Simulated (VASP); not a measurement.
# Cd2S in VASP: notebook

Aim: see how the results for Cd2S move with the level of theory and the settings. Levels: PBEsol, PBE. Tasks: single point.

Everything below comes from runs of VASP 6.6.1. Logs are shortened: lines on timing, memory, paths and dates and some standing lists are left out, and cuts for length are marked.

### Step 1. The cell of the first run

The structure is trigonal, space group P3m1 (No. 156). The conventional cell has a = 3.963 Å, b = 3.963 Å, c = 5.809 Å, α = 90.00°, β = 90.00°, γ = 120.00°. Within 3.3 Å of Cd (site symmetry 3m) lie 2 S at 2.52 to 3.29 Å and 3 Cd at 3.08 Å. Cd (site symmetry 3m) has 3 S at 2.60 Å and 3 Cd at 3.08 Å within 3.4 Å. Within 3.3 Å of S (site symmetry 3m) lie 5 Cd at 2.52 to 3.29 Å.

### Step 2. Single point, PBEsol

File INCAR:

```
ALGO = Normal
EDIFF = 1E-6
ENCUT = 520
GGA = PS
ISIF = 2
ISMEAR = -1
LASPH = T
LCHARG = T
LELF = T
LREAL = F
LVHAR = T
LWAVE = F
NBANDS = 22
NELM = 60
PREC = Accurate
SIGMA = 0.05
```

File KPOINTS:

```
k-points
0
Gamma
  8 8 5
```

File POSCAR:

```
Cd2S
1.0
    3.9626700490      0.0000000000      0.0000000000
   -1.9813350245      3.4317729293      0.0000000000
    0.0000000000      0.0000000000      5.8091920000
Cd S
2 1
Direct
    0.3333333333      0.6666666667      0.9327170000
    0.6666666667      0.3333333333      0.5787350000
    0.3333333333      0.6666666667      0.3657050000
```

Potentials or basis: VASP PAW PBE potentials, release 64 (Cd, S).

Launch:

```bash
$ cat potpaw_PBE.64/Cd/POTCAR potpaw_PBE.64/S/POTCAR > POTCAR
$ mpirun -np 1 vasp_std > vasp.out
```

OUTCAR:

```text
EDIFF = 1E-6
   ENCUT = 520
   GGA = PS
   ISIF = 2
   ISMEAR = -1
   LASPH = T
   LREAL = F
   NELM = 60
   PREC = Accurate

 ion  position               nearest neighbor table
   1  0.333  0.667  0.933-   3 2.52   2 3.08   2 3.08   2 3.08
   2  0.667  0.333  0.579-   3 2.60   3 2.60   3 2.60   1 3.08   1 3.08   1 3.08
   3  0.333  0.667  0.366-   1 2.52   2 2.60   2 2.60   2 2.60

  LATTYP: Found a hexagonal cell.
 ALAT       =     3.9626700490
 C/A-ratio  =     1.4659792332

  Lattice vectors:

 A1 = (   3.9626700490,   0.0000000000,   0.0000000000)
 A2 = (  -1.9813350245,   3.4317729293,   0.0000000000)
 A3 = (   0.0000000000,   0.0000000000,   5.8091920000)

Analysis of symmetry for initial positions (statically):
=====================================================================
 Subroutine PRICEL returns:
 Original cell was already a primitive cell.

 Routine SETGRP: Setting up the symmetry group for a
 hexagonal supercell.

 Subroutine GETGRP returns: Found  6 space group operations
 (whereof  6 operations were pure point group operations)
 out of a pool of 24 trial point group operations.

The static configuration has the point symmetry C_3v.

Analysis of symmetry for dynamics (positions and initial velocities):
=====================================================================
 Subroutine PRICEL returns:
 Original cell was already a primitive cell.

 Routine SETGRP: Setting up the symmetry group for a
 hexagonal supercell.

 Subroutine GETGRP returns: Found  6 space group operations
 (whereof  6 operations were pure point group operations)
 out of a pool of 24 trial point group operations.

The dynamic configuration has the point symmetry C_3v.

 Subroutine INISYM returns: Found  6 space group operations
 (whereof  6 operations are pure point group operations),
 and found     1 'primitive' translations

----------------------------------------------------------------------------------------

                                     Primitive cell

  volume of cell :      78.9991

  direct lattice vectors                    reciprocal lattice vectors
     3.962670049  0.000000000  0.000000000     0.252355101  0.145697285  0.000000000
    -1.981335025  3.431772929  0.000000000     0.000000000  0.291394571  0.000000000
     0.000000000  0.000000000  5.809192000     0.000000000  0.000000000  0.172140979

  length of vectors
     3.962670049  3.962670049  5.809192000     0.291394571  0.291394571  0.172140979

  position of ions in fractional coordinates (direct lattice)
     0.333333333  0.666666667  0.932717000
     0.666666667  0.333333333  0.578735000
     0.333333333  0.666666667  0.365705000

  ion indices of the primitive-cell ions
   primitive index   ion index
                 1           1
                 2           2
                 3           3

----------------------------------------------------------------------------------------

 KPOINTS: k-points

Automatic generation of k-mesh.
 Grid dimensions read from file:
 generate k-points for:    8    8    5

 Generating k-lattice:

  Cartesian coordinates                     Fractional coordinates (reciprocal lattice)
     0.031544388  0.018212161  0.000000000     0.125000000 -0.000000000  0.000000000
     0.000000000  0.036424321  0.000000000     0.000000000  0.125000000  0.000000000
     0.000000000  0.000000000  0.034428196     0.000000000  0.000000000  0.200000000

  Length of vectors
     0.036424321  0.036424321  0.034428196

  Shift w.r.t. Gamma in fractional coordinates (k-lattice)
     0.000000000  0.000000000  0.000000000

 Subroutine IBZKPT returns following result:
 ===========================================

 Found     40 irreducible k-points:

 Following reciprocal coordinates:
            Coordinates               Weight
  0.000000  0.000000  0.000000      1.000000
  0.125000 -0.000000  0.000000      6.000000
  0.250000 -0.000000  0.000000      6.000000
  0.375000 -0.000000  0.000000      6.000000
  0.500000 -0.000000  0.000000      3.000000
  0.125000  0.125000  0.000000      6.000000
[... 16 lines left out ...]
 -0.125000  0.500000  0.200000     12.000000
  0.250000  0.250000  0.200000     12.000000
 [... further k-points ...]
   k-points           NKPTS =     40   k-points in BZ     NKDIM =     40   number of bands    NBANDS=     22
   number of dos      NEDOS =    301   number of ions     NIONS =      3
   total plane-waves  NPLWV =  43200
   dimension x,y,z NGX =    30 NGY =   30 NGZ =   48
   dimension x,y,z NGXF=    60 NGYF=   60 NGZF=   96
   ions per type =               2   1
   NGX,Y,Z   is equivalent  to a cutoff of  12.59, 12.59, 13.74 a.u.
   NGXF,Y,Z  is equivalent  to a cutoff of  25.17, 25.17, 27.47 a.u.
 SYSTEM =  unknown system
   PREC   = accura    normal or accurate (medium, high low for compatibility)
   ISTART =      0    job   : 0-new  1-cont  2-samecut
   ICHARG =      2    charge: 1-file 2-atom 10-const
   ISPIN  =      1    spin polarized calculation?
   LNONCOLLINEAR =      F non collinear calculations
   LSORBIT =      F    spin-orbit coupling
   LASPH  =      T    aspherical Exc in radial PAW
   ENCUT  =  520.0 eV  38.22 Ry    6.18 a.u.   7.37  7.37 10.80*2*pi/ulx,y,z
   NELM   =     60;   NELMIN=  2; NELMDL= -5     # of ELM steps
   EDIFF  = 0.1E-05   stopping-criterion for ELM
   LREAL  =      F    real-space projection
   EDIFFG = 0.1E-04   stopping-criterion for IOM
   NSW    =      0    number of steps for IOM
   IBRION =     -1    ionic relax: 0-MD 1-quasi-New 2-CG
   NFREE  =      0    steps in history (QN), initial steepest desc. (CG)
   ISIF   =      2    stress and relaxation
   ISYM   =      2    0-nonsym 1-usesym 2-fastsym
   POTIM  = 0.5000    time-step for ionic-motion
   TEBEG  =    0.0;   TEEND  =   0.0 temperature during run
   PSTRESS=    0.0 pullay stress
   NELECT =      30.0000    total number of electrons
   NUPDOWN=      -1.0000    fix difference up-down
   EMIN   =  10.00;   EMAX   =-10.00  energy-range for DOS
   EFERMI =   0.00;   METHOD = LEGACY
   ISMEAR =    -1;   SIGMA  =   0.05  broadening in eV -4-tet -1-fermi 0-gaus
   EFERMI_NEDOS =   21; number of points for ismear=-14 and -15
   IALGO  =     38    algorithm
   IMIX   =      4    mixing-type and parameters
     AMIX     =   0.40;   BMIX     =  1.00
     AMIX_MAG =   1.60;   BMIX_MAG =  1.00
  volume/ion in A,a.u.               =      26.33       177.70
  Fermi-wavevector in a.u.,A,eV,Ry     =   1.185517  2.240303 19.122322  1.405451
  Thomas-Fermi vector in A             =   2.321709
   LORBIT       =      0    0 simple, 1 ext, 2 COOP (PROOUT), +10 PAW based schemes
   GGA     = PS    functional components
   LHFCALC =     F    Hartree Fock is set to
   AEXX    =    0.0000 exact exchange contribution
   IVDW    =     0    specifies the selected vdW correction
   LEPSILON=     F    determine dielectric tensor
   LRPA    =     F    only Hartree local field effects (RPA)
 non-spin polarized calculation
  energy-cutoff  :      520.00
  volume of cell :       79.00
 maximum number of plane-waves:      2170
 NGX is ok and might be reduce to    30
   NGX = 15   NGY = 15   NGZ = 21

 number of electron      29.9999999 magnetization

 Free energy of the ion-electron system (eV)
  ---------------------------------------------------
  ext. energy  EPLUGINS =         0.00000000
  ---------------------------------------------------
  free energy    TOTEN  =        -7.26370424 eV

  energy without entropy =       -7.26196871  energy(sigma->0) =       -7.26283647

 E-fermi :   1.3151     XC(G=0):  -9.4941

 val. band max:        1.1839225954   @ k =   0.3750   0.2500   0.2000
 cond. band min:       1.4070145876   @ k =   0.5000  -0.0000   0.2000
 fundamental gap:      0.2230919922
 Fermi energy:         1.3151348786

 k-point     1 :       0.0000    0.0000    0.0000
  band No.  band energies     occupation
      1     -11.4074      2.00000
      2      -7.0946      2.00000
      3      -7.0946      2.00000
      4      -7.0082      2.00000
      5      -7.0082      2.00000
      6      -6.9224      2.00000
[... 14 lines left out ...]
     21       9.5052      0.00000
     22      11.1135      0.00000

 k-point     2 :       0.1250   -0.0000    0.0000
  band No.  band energies     occupation
      1     -11.3545      2.00000
      2      -7.1018      2.00000
      3      -7.0927      2.00000
      4      -7.0059      2.00000
      5      -6.9743      2.00000
      6      -6.8775      2.00000
[... 14 lines left out ...]
     21       9.5250      0.00000
     22      10.8541      0.00000

 k-point     3 :       0.2500   -0.0000    0.0000
  band No.  band energies     occupation
      1     -11.2252      2.00000
      2      -7.1069      2.00000
      3      -7.0963      2.00000
      4      -6.9977      2.00000
      5      -6.8883      2.00000
      6      -6.8423      2.00000
[... 14 lines left out ...]
     21       9.4622      0.00000
     22       9.8519      0.00000

 k-point     4 :       0.3750   -0.0000    0.0000
  band No.  band energies     occupation
      1     -11.0941      2.00000
      2      -7.1092      2.00000
      3      -7.0926      2.00000
      4      -7.0025      2.00000
      5      -6.8439      2.00000
      6      -6.7885      2.00000
[... 14 lines left out ...]
     21       9.1583      0.00000
     22       9.7535      0.00000

 k-point     5 :       0.5000   -0.0000    0.0000
  band No.  band energies     occupation
      1     -11.0395      2.00000
      2      -7.1166      2.00000
      3      -7.0697      2.00000
      4      -7.0228      2.00000
      5      -6.8392      2.00000
      6      -6.7866      2.00000
[... 417 lines left out ...]
 k-point    22 :       0.3750    0.1250    0.2000
  band No.  band energies     occupation
      1     -11.0070      2.00000
      2      -7.1417      2.00000
      3      -7.1089      2.00000
      4      -6.9798      2.00000
      5      -6.9301      2.00000
      6      -6.7834      2.00000
[... 14 lines left out ...]
     21       9.0643      0.00000
     22      10.1916      0.00000

 k-point    23 :      -0.1250    0.5000    0.2000
  band No.  band energies     occupation
      1     -11.0068      2.00000
      2      -7.1357      2.00000
      3      -7.1049      2.00000
      4      -6.9896      2.00000
      5      -6.9256      2.00000
      6      -6.7677      2.00000
[... 14 lines left out ...]
     21       9.1054      0.00000
     22      10.2502      0.00000

 k-point    24 :       0.2500    0.2500    0.2000
  band No.  band energies     occupation
      1     -11.0077      2.00000
      2      -7.1562      2.00000
      3      -7.0918      2.00000
      4      -6.9563      2.00000
      5      -6.9322      2.00000
      6      -6.8078      2.00000
[... 14 lines left out ...]
     21       8.7596      0.00000
     22       9.6303      0.00000

 [... further k-points ...]

------------------------ aborting loop because EDIFF is reached ----------------------------------------

  FORCE on cell =-STRESS in cart. coord.  units (eV):
  Direction    XX          YY          ZZ          XY          YZ          ZX
  --------------------------------------------------------------------------------------
  -------------------------------------------------------------------------------------
  Total       -1.2362180     -1.2362180     -1.5797484      0.0000000      0.0000000      0.0000000
  in kB      -25.0716804    -25.0716804    -32.0388062      0.0000000      0.0000000      0.0000000
  external PRESSURE =     -27.3940556 kB  Pullay stress =       0.0000000 kB

 VOLUME and BASIS-vectors are now :
 -----------------------------------------------------------------------------
  energy-cutoff  :      520.00
  volume of cell :       79.00
      direct lattice vectors                 reciprocal lattice vectors
     3.962670049  0.000000000  0.000000000     0.252355101  0.145697285  0.000000000
    -1.981335025  3.431772929  0.000000000     0.000000000  0.291394571  0.000000000
     0.000000000  0.000000000  5.809192000     0.000000000  0.000000000  0.172140979

 POSITION                                       TOTAL-FORCE (eV/Angst)
 -----------------------------------------------------------------------------------
     -0.00000      2.28785      5.41833         0.000000      0.000000      0.006867
      1.98134      1.14392      3.36198         0.000000      0.000000     -0.119035
     -0.00000      2.28785      2.12445        -0.000000     -0.000000      0.112169
 -----------------------------------------------------------------------------------
    total drift:                                0.000000     -0.000000     -0.000245

  FREE ENERGIE OF THE ION-ELECTRON SYSTEM (eV)
  ---------------------------------------------------
  free  energy   TOTEN  =        -7.2637042376 eV

  energy  without entropy=       -7.2619687093  energy(sigma->0) =       -7.26283647
```

Run time: 75 s. Hardware: 1 thread of AMD EPYC 7R13, shared host; peak memory 0.2 GiB.

What came out:

```
Free energy            : -7.2637 eV
Pressure               : -2.7 GPa
Largest force          : 0.119 eV/Å
Band gap on the k mesh : 0.22 eV (least direct gap 0.56 eV)
```

Forces in eV/Å, atoms in the order of the input:
```
Cd   0.000  0.000  0.007
Cd   0.000  0.000 -0.119
S    0.000  0.000  0.112
```

Caveat: the PAW data sets were made with another functional, which shifts forces and pressure a little; an odd mesh through Γ misses points on the zone boundary, where band edges can lie.

### Step 3. Single point, PBE (atoms moved at random)

File INCAR:

```
SYSTEM = Cd2S
ALGO = Normal
EDIFF = 1E-7
ENCUT = 520
GGA = PE
ISIF = 2
ISMEAR = -1
LASPH = .TRUE.
LCHARG = .FALSE.
LREAL = .FALSE.
LWAVE = .FALSE.
NBANDS = 22
NELM = 80
PREC = Accurate
SIGMA = 0.05
```

File KPOINTS:

```
k-points
0
G
  8 8 5
  0 0 0
```

File POSCAR:

```
Cd2S
1.0
    3.9626700490      0.0000000000      0.0000000000
   -1.9813350245      3.4317729293      0.0000000000
    0.0000000000      0.0000000000      5.8091920000
Cd S
2 1
Direct
    0.3259980000      0.6588130000      0.9341010000
    0.6845870000      0.3509070000      0.5721140000
    0.3188960000      0.6570270000      0.3586720000
```

Potentials or basis: VASP PAW PBE potentials, release 64 (Cd, S).

Launch:

```bash
$ cat potpaw_PBE.64/Cd/POTCAR potpaw_PBE.64/S/POTCAR > POTCAR
$ mpirun -np 1 vasp_std > vasp.out
```

Run time: 7.4 min. Hardware: 1 thread of AMD EPYC 7R13, shared host; peak memory 0.35 GiB.

It converged, with:

```
Free energy            : -6.2060 eV
Pressure               : 0.6 GPa
Largest force          : 0.514 eV/Å
Band gap on the k mesh : 0.14 eV (least direct gap 0.47 eV)
```

Forces on the atoms (eV/Å):
```
Cd   0.016  0.007 -0.301
Cd  -0.359 -0.332  0.099
S    0.342  0.325  0.203
```

Stress tensor (GPa, compression positive):
```
 0.91  0.73 -0.62
 0.73 -0.62 -0.58
-0.62 -0.58  1.44
```

Levels at points of the mesh, in eV from the valence-band top:
| k point | band 12 | band 13 | band 14 | band 15 | band 16 | band 17 | band 18 | band 19 |
| --- | --- | --- | --- | --- | --- | --- | --- | --- |
| (0.00, 0.00, 0.00) | -4.43 | -3.79 | -0.86 | -0.73 | 3.18 | 5.04 | 6.67 | 6.96 |
| (0.50, 0.00, 0.00) | -4.61 | -3.08 | -1.65 | -1.15 | 0.49 | 3.04 | 4.79 | 5.82 |
| (0.00, 0.50, 0.00) | -4.38 | -3.06 | -1.66 | -1.33 | 0.67 | 3.07 | 4.55 | 5.87 |
| (0.50, 0.50, 0.00) | -4.48 | -3.07 | -1.64 | -1.25 | 0.59 | 3.06 | 4.60 | 5.87 |

Caveat: the cell differs from its parent crystal (atoms moved at random); an odd mesh through Γ misses points on the zone boundary, where band edges can lie.
